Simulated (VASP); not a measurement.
# P (P6_3/mmc) in VASP: a series of runs

The runs below take P through relaxation of cell and atoms, single point, with PBE.

Program: VASP 6.6.1. These are calculated values, not measurements. Logs are shortened: lines on timing, memory, paths and dates and some standing lists are left out, and cuts for length are marked.

## 1. The cell of the first run

It takes space group P6_3/mmc (No. 194, hexagonal). The conventional cell has a = 2.636 Å, b = 2.636 Å, c = 4.270 Å, α = 90.00°, β = 90.00°, γ = 120.00°. Within 3.5 Å of P (site symmetry -6m2) lie 12 P at 2.62 to 2.64 Å.

## 2. Relaxation of cell and atoms, PBE, target pressure 15 GPa, at which the enthalpy is minimised

INCAR reads:

```
SYSTEM = P
ALGO = Normal
EDIFF = 1E-7
EDIFFG = -0.005
ENCUT = 600
GGA = PE
IBRION = 2
ISIF = 3
ISMEAR = -1
LASPH = .True.
LCHARG = .False.
LREAL = .False.
LWAVE = .False.
NELM = 80
NSW = 60
PREC = Accurate
PSTRESS = 150.0
SIGMA = 0.05
```

KPOINTS reads:

```
k-points
0
Gamma
  17 17 9
  0 0 0
```

POSCAR reads:

```
P
1.0
    2.6359578628      0.0000000000      0.0000000000
   -1.3179789314      2.2828064725      0.0000000000
    0.0000000000      0.0000000000      4.2702517377
P
2
Direct
    0.3333333333      0.6666666667      0.2500000000
    0.6666666667      0.3333333333      0.7500000000
```

Potentials or basis: VASP PAW PBE potentials, release 64 (P).

The run is started by

```bash
$ cat potpaw_PBE.64/P/POTCAR > POTCAR
$ mpirun -np 1 vasp_std > vasp.out
```

OUTCAR:

```text
SYSTEM = P
   EDIFF = 1E-7
   EDIFFG = -0.005
   ENCUT = 600
   GGA = PE
   IBRION = 2
   ISIF = 3
   ISMEAR = -1
   LASPH = .True.
   LREAL = .False.
   NELM = 80
   NSW = 60
   PREC = Accurate
   PSTRESS = 150.0

 ion  position               nearest neighbor table
   1  0.333  0.667  0.250-   2 2.62   2 2.62   2 2.62   2 2.62   2 2.62   2 2.62
   2  0.667  0.333  0.750-   1 2.62   1 2.62   1 2.62   1 2.62   1 2.62   1 2.62

  LATTYP: Found a hexagonal cell.
 ALAT       =     2.6359578628
 C/A-ratio  =     1.6200000000

  Lattice vectors:

 A1 = (   2.6359578628,   0.0000000000,   0.0000000000)
 A2 = (  -1.3179789314,   2.2828064725,   0.0000000000)
 A3 = (   0.0000000000,   0.0000000000,   4.2702517377)

Analysis of symmetry for initial positions (statically):
=====================================================================
 Subroutine PRICEL returns:
 Original cell was already a primitive cell.

 Routine SETGRP: Setting up the symmetry group for a
 hexagonal supercell.

 Subroutine GETGRP returns: Found 24 space group operations
 (whereof 12 operations were pure point group operations)
 out of a pool of 24 trial point group operations.

The static configuration has the point symmetry D_3d.
 The point group associated with its full space group is D_6h.

Analysis of symmetry for dynamics (positions and initial velocities):
=====================================================================
 Subroutine PRICEL returns:
 Original cell was already a primitive cell.

 Routine SETGRP: Setting up the symmetry group for a
 hexagonal supercell.

 Subroutine GETGRP returns: Found 24 space group operations
 (whereof 12 operations were pure point group operations)
 out of a pool of 24 trial point group operations.

The dynamic configuration has the point symmetry D_3d.
 The point group associated with its full space group is D_6h.

 Subroutine INISYM returns: Found 24 space group operations
 (whereof 12 operations are pure point group operations),
 and found     1 'primitive' translations

----------------------------------------------------------------------------------------

                                     Primitive cell

  volume of cell :      25.6957

  direct lattice vectors                    reciprocal lattice vectors
     2.635957863  0.000000000  0.000000000     0.379368735  0.219028641  0.000000000
    -1.317978931  2.282806472  0.000000000     0.000000000  0.438057283  0.000000000
     0.000000000  0.000000000  4.270251738     0.000000000  0.000000000  0.234178232

  length of vectors
     2.635957863  2.635957863  4.270251738     0.438057283  0.438057283  0.234178232

  position of ions in fractional coordinates (direct lattice)
     0.333333333  0.666666667  0.250000000
     0.666666667  0.333333333  0.750000000

  ion indices of the primitive-cell ions
   primitive index   ion index
                 1           1
                 2           2

----------------------------------------------------------------------------------------

 KPOINTS: k-points

Automatic generation of k-mesh.
 Grid dimensions read from file:
 generate k-points for:   17   17    9

 Generating k-lattice:

  Cartesian coordinates                     Fractional coordinates (reciprocal lattice)
     0.022315808  0.012884038  0.000000000     0.058823529 -0.000000000  0.000000000
     0.000000000  0.025768075  0.000000000     0.000000000  0.058823529  0.000000000
     0.000000000  0.000000000  0.026019804     0.000000000  0.000000000  0.111111111

  Length of vectors
     0.025768075  0.025768075  0.026019804

  Shift w.r.t. Gamma in fractional coordinates (k-lattice)
     0.000000000  0.000000000  0.000000000

 Subroutine IBZKPT returns following result:
 ===========================================

 Found    165 irreducible k-points:

 Following reciprocal coordinates:
            Coordinates               Weight
  0.000000  0.000000  0.000000      1.000000
  0.058824  0.000000  0.000000      6.000000
  0.117647 -0.000000  0.000000      6.000000
  0.176471  0.000000  0.000000      6.000000
  0.235294 -0.000000  0.000000      6.000000
  0.294118  0.000000  0.000000      6.000000
[... 16 lines left out ...]
  0.411765  0.117647  0.000000     12.000000
  0.176471  0.176471  0.000000      6.000000
 [... further k-points ...]
   k-points           NKPTS =    165   k-points in BZ     NKDIM =    165   number of bands    NBANDS=      9
   number of dos      NEDOS =    301   number of ions     NIONS =      2
   total plane-waves  NPLWV =  20736
   dimension x,y,z NGX =    24 NGY =   24 NGZ =   36
   dimension x,y,z NGXF=    48 NGYF=   48 NGZF=   72
   ions per type =               2
   NGX,Y,Z   is equivalent  to a cutoff of  15.14, 15.14, 14.02 a.u.
   NGXF,Y,Z  is equivalent  to a cutoff of  30.27, 30.27, 28.03 a.u.
 SYSTEM =  P
   PREC   = accura    normal or accurate (medium, high low for compatibility)
   ISTART =      0    job   : 0-new  1-cont  2-samecut
   ICHARG =      2    charge: 1-file 2-atom 10-const
   ISPIN  =      1    spin polarized calculation?
   LNONCOLLINEAR =      F non collinear calculations
   LSORBIT =      F    spin-orbit coupling
   LASPH  =      T    aspherical Exc in radial PAW
   ENCUT  =  600.0 eV  44.10 Ry    6.64 a.u.   5.26  5.26  8.53*2*pi/ulx,y,z
   NELM   =     80;   NELMIN=  2; NELMDL= -5     # of ELM steps
   EDIFF  = 0.1E-06   stopping-criterion for ELM
   LREAL  =      F    real-space projection
   EDIFFG = -.5E-02   stopping-criterion for IOM
   NSW    =     60    number of steps for IOM
   IBRION =      2    ionic relax: 0-MD 1-quasi-New 2-CG
   NFREE  =      1    steps in history (QN), initial steepest desc. (CG)
   ISIF   =      3    stress and relaxation
   ISYM   =      2    0-nonsym 1-usesym 2-fastsym
   POTIM  = 0.5000    time-step for ionic-motion
   TEBEG  =    0.0;   TEEND  =   0.0 temperature during run
   PSTRESS=  150.0 pullay stress
   NELECT =      10.0000    total number of electrons
   NUPDOWN=      -1.0000    fix difference up-down
   EMIN   =  10.00;   EMAX   =-10.00  energy-range for DOS
   EFERMI =   0.00;   METHOD = LEGACY
   ISMEAR =    -1;   SIGMA  =   0.05  broadening in eV -4-tet -1-fermi 0-gaus
   EFERMI_NEDOS =   21; number of points for ismear=-14 and -15
   IALGO  =     38    algorithm
   IMIX   =      4    mixing-type and parameters
     AMIX     =   0.40;   BMIX     =  1.00
     AMIX_MAG =   1.60;   BMIX_MAG =  1.00
  volume/ion in A,a.u.               =      12.85        86.70
  Fermi-wavevector in a.u.,A,eV,Ry     =   1.195238  2.258673 19.437208  1.428594
  Thomas-Fermi vector in A             =   2.331209
   LORBIT       =      0    0 simple, 1 ext, 2 COOP (PROOUT), +10 PAW based schemes
   GGA     = PE    functional components
   LHFCALC =     F    Hartree Fock is set to
   AEXX    =    0.0000 exact exchange contribution
   IVDW    =     0    specifies the selected vdW correction
   LEPSILON=     F    determine dielectric tensor
   LRPA    =     F    only Hartree local field effects (RPA)
 conjugate gradient relaxation of ions
 non-spin polarized calculation
  energy-cutoff  :      600.00
  volume of cell :       25.70
 maximum number of plane-waves:       870
 NGX is ok and might be reduce to    24
   NGX = 11   NGY = 11   NGZ = 17

--------------------------------------- Ionic step        1  -------------------------------------------

 number of electron      10.0000000 magnetization

 number of electron       9.9999999 magnetization

 Free energy of the ion-electron system (eV)
  ---------------------------------------------------
  ext. energy  EPLUGINS =         0.00000000
  ---------------------------------------------------
  free energy    TOTEN  =        -8.99514625 eV

  energy without entropy =       -8.98651201  energy(sigma->0) =       -8.99082913

------------------------ aborting loop because EDIFF is reached ----------------------------------------

  FORCE on cell =-STRESS in cart. coord.  units (eV):
  Direction    XX          YY          ZZ          XY          YZ          ZX
  --------------------------------------------------------------------------------------
  -------------------------------------------------------------------------------------
  Total        2.3734947      2.3734947      1.7585343      0.0000000      0.0000000      0.0000000
  in kB      147.9918567    147.9918567    109.6479194      0.0000000      0.0000000      0.0000000
  external PRESSURE =     -14.7894557 kB  Pullay stress =     150.0000000 kB
[... 93 lines left out ...]
  FREE ENERGIE OF THE ION-ELECTRON SYSTEM (eV)
  ---------------------------------------------------
  free  energy   TOTEN  =        -8.9496267127 eV

  energy  without entropy=       -8.9422335041  energy(sigma->0) =       -8.94593011

  enthalpy is  TOTEN    =        -6.5977604088 eV   P V=        2.3518663039

[... ionic steps 4 to 17 ...]

--------------------------------------- Ionic step       18  -------------------------------------------

 number of electron      10.0000001 magnetization

------------------------ aborting loop because EDIFF is reached ----------------------------------------

  FORCE on cell =-STRESS in cart. coord.  units (eV):
  Direction    XX          YY          ZZ          XY          YZ          ZX
  --------------------------------------------------------------------------------------
  -------------------------------------------------------------------------------------
  Total        2.5335555      2.5335555      2.4674569      0.0000000     -0.0000000     -0.0000000
  in kB      153.2053292    153.2053292    149.2083136      0.0000000     -0.0000000     -0.0000000
  external PRESSURE =       1.8729907 kB  Pullay stress =     150.0000000 kB
[... 61 lines left out ...]
  enthalpy is  TOTEN    =        -7.3096508779 eV   P V=        2.4809979149

--------------------------------------- Ionic step       20  -------------------------------------------

 number of electron      10.0000001 magnetization

 Free energy of the ion-electron system (eV)
  ---------------------------------------------------
  ext. energy  EPLUGINS =         0.00000000
  ---------------------------------------------------
  free energy    TOTEN  =        -9.79338330 eV

  energy without entropy =       -9.78686569  energy(sigma->0) =       -9.79012450

 E-fermi :  11.1806     XC(G=0): -11.7329

 val. band max:       11.1720674272   @ k =   0.1176  -0.0000   0.4444
 cond. band min:      11.1898496838   @ k =   0.4118  -0.0000   0.1111
 fundamental gap:      0.0177822566
 Fermi energy:        11.1806468841

 k-point     1 :       0.0000    0.0000    0.0000
  band No.  band energies     occupation
      1      -6.5282      2.00000
      2       6.5575      2.00000
      3       8.5180      2.00000
      4       9.2879      2.00000
      5       9.2879      2.00000
      6      13.4047      0.00000
      7      13.4047      0.00000
      8      13.5820      0.00000
      9      20.6275      0.00000
[... 265 lines left out ...]
 k-point    24 :       0.1765    0.1765    0.0000
  band No.  band energies     occupation
      1      -4.8581      2.00000
      2       2.8484      2.00000
      3       5.6495      2.00000
      4       8.0323      2.00000
      5      10.7673      1.99949
      6      14.1621      0.00000
      7      14.9518      0.00000
      8      15.0706      0.00000
      9      19.8392      0.00000

 [... further k-points ...]
[... 5 lines left out ...]
  --------------------------------------------------------------------------------------
  -------------------------------------------------------------------------------------
  Total        2.4867050      2.4867050      2.4887528      0.0000000     -0.0000000     -0.0000000
  in kB      150.1805929    150.1805929    150.3042657      0.0000000     -0.0000000     -0.0000000
  external PRESSURE =       0.2218172 kB  Pullay stress =     150.0000000 kB
[... 17 lines left out ...]
  FREE ENERGIE OF THE ION-ELECTRON SYSTEM (eV)
  ---------------------------------------------------
  free  energy   TOTEN  =        -9.7933833030 eV

  energy  without entropy=       -9.7868656905  energy(sigma->0) =       -9.79012450

  enthalpy is  TOTEN    =        -7.3096686010 eV   P V=        2.4837147020

 reached required accuracy - stopping structural energy minimisation
```

Wall time 2.5 min (1 thread of Intel Xeon Platinum 8481C at 2.70GHz (Sapphire Rapids), shared host); peak memory 0.19 GiB.

What came out:

```
Free energy                                            : -9.7934 eV
Relaxed volume                                         : 13.26 Å³/atom
Relaxed cell                                           : a = 3.141 Å, b = 3.141 Å, c = 3.106 Å, α = 90.00°, β = 90.00°, γ = 120.00°
Space group after relaxing (to 0.05 Å)                 : P6_3/mmc (No. 194)
Energy change on relaxing (the enthalpy is what falls) : -399.1 meV/atom
Ionic steps                                            : 20
Pressure after relaxing                                : 15.0 GPa
Band gap on the k mesh                                 : zero (band 5 reaches 13.42 eV, above the bottom of band 6 at 7.24 eV)
```

The path:
```
step  energy change (eV)  largest force (eV/Å)  pressure (GPa)  volume (Å³)
   1              0.0000                0.0000           13.52        25.70
   2              0.0336                0.0000           16.02        25.26
   3              0.0455                0.0000           16.83        25.12
   4              0.0377                0.0000           16.72        25.16
   5              0.0303                0.0000           16.62        25.20
   6              0.0146                0.0000           16.11        25.27
   7             -0.0620                0.0000           15.38        25.37
   8             -0.2813                0.0000           16.65        25.37
   9             -0.5043                0.0000           28.80        24.54
  10             -0.5749                0.0000           23.82        24.99
  11             -0.5781                0.0000           25.76        24.80
  12             -0.5566                0.0000           27.15        24.67
  13             -0.5678                0.0000           26.52        24.72
  14             -0.7212                0.0000           19.18        25.81
  15             -0.8105                0.0000           14.26        26.66
  16             -0.7982                0.0000           14.99        26.53
  17             -0.7947                0.0000           15.19        26.49
  18             -0.7950                0.0000           15.19        26.50
  19             -0.7955                0.0000           15.18        26.50
  20             -0.7982                0.0000           15.02        26.53
```

Final structure:
```
P
1.0
     3.14056    0.00000    0.00000
    -1.57028    2.71980    0.00000
     0.00000    0.00000    3.10583
P
2
Direct
  0.33333 0.66667 0.25000
  0.66667 0.33333 0.75000
```

Caveat: the cell is relaxed towards a set pressure, so the enthalpy falls and the energy may rise.

(Part 1 of 2 ends here.)
